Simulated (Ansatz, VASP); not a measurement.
## One calculation of Al16N16O, two programs

```
Al N O
1.0
     6.25951    0.00000    0.00000
    -3.12976    5.42090    0.00000
     0.00000    0.00000   10.03481
Al N O
16 16 1
Direct
  0.33007 0.15576 0.25308
  0.16105 0.32481 0.49368
  0.33307 0.15279 0.73505
  0.16822 0.31767 0.95098
  0.33367 0.68006 0.25839
  0.15587 0.82258 0.49819
  0.32840 0.66291 0.74166
  0.16506 0.82652 0.99547
  0.80582 0.15223 0.25839
  0.66326 0.33000 0.49818
  0.82298 0.15752 0.74165
  0.65935 0.32083 0.99546
  0.82780 0.65809 0.24354
  0.66184 0.82402 0.50127
  0.82722 0.65866 0.75005
  0.65936 0.82654 0.99651
  0.32998 0.15586 0.44613
  0.14164 0.34424 0.23976
  0.33980 0.14607 0.91971
  0.16209 0.32379 0.69530
  0.33001 0.66402 0.45043
  0.16272 0.82825 0.19109
  0.32799 0.65886 0.93428
  0.15403 0.81934 0.68671
  0.82181 0.15585 0.45043
  0.65761 0.32318 0.19108
  0.82703 0.15792 0.93427
  0.66651 0.33185 0.68670
  0.82609 0.65978 0.43642
  0.65835 0.82756 0.19121
  0.82704 0.65886 0.94622
  0.66179 0.82412 0.69196
  0.21840 0.26736 0.12018
```

Alike in both runs: functional PBE; k mesh 1 × 1 × 1; occupations fermi-dirac, width 0.01 eV; no spin polarisation.

Ansatz relaxed the structure, and its values are those at the end. VASP's run is a single point on that final structure, the one shown.

|  | VASP | Ansatz |
| --- | --- | --- |
| version | VASP 6.6.1 | Ansatz 0.2.0 |
| potentials or method | VASP PAW PBE potentials, release 64 (Al, N, O), cutoff 520 eV | plane-wave PAW DFT |
| valence electrons in the cell | 134 | 134 |

```csv
,VASP,Ansatz,Ansatz less VASP
rms of the force components (eV/Å),0.021,0.001,-0.0201
```
